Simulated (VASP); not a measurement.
# Mg2Si: single point with r2SCAN

Mg2Si:

```xyz
3
Lattice="0.0000 3.1771 3.1771 3.1771 0.0000 3.1771 3.1771 3.1771 0.0000" Properties=species:S:1:pos:R:3 pbc="T T T"
Mg    1.5885    1.5885    1.5885
Mg    4.7656    4.7656    4.7656
Si    0.0000    0.0000    0.0000
```

```
Program                : VASP 6.6.1
Task                   : single point
Functional             : r2SCAN
Potentials or basis    : VASP PAW PBE potentials, release 64 (Mg, Si)
Cutoff                 : 660 eV
k mesh                 : 10 × 10 × 10
Occupations            : gaussian, width 0.05 eV
Spin                   : no spin polarisation
Dipole correction      : no
Further INCAR settings : ALGO = Normal; EDIFF = 1e-06; NBANDS = 11
```

```
Pressure               : -0.7 GPa
Band gap on the k mesh : 0.46 eV, indirect (least direct gap 2.45 eV)
```

Levels at points of the mesh, in eV from the valence-band top:
```csv
k point,band 1,band 2,band 3,band 4,band 5,band 6,band 7,band 8,band 9
"(0.00, 0.00, 0.00)",-9.51,0.00,0.00,0.00,2.45,2.83,2.83,2.83,5.96
"(0.50, 0.00, 0.00)",-8.03,-4.89,-0.74,-0.74,1.71,2.82,2.82,5.62,8.50
"(0.50, 0.50, 0.00)",-7.45,-4.54,-2.03,-2.03,0.46,0.74,8.64,8.64,8.98
```

Wall time 4.4 min on 1 thread of Intel(R) Xeon(R) Platinum 8259CL CPU @ 2.50GHz (Skylake/Cascade Lake), on a shared host, peak memory 0.28 GiB.

Caveat: the PAW data sets were made with another functional, which shifts forces and pressure a little. A k mesh can miss the band edges.
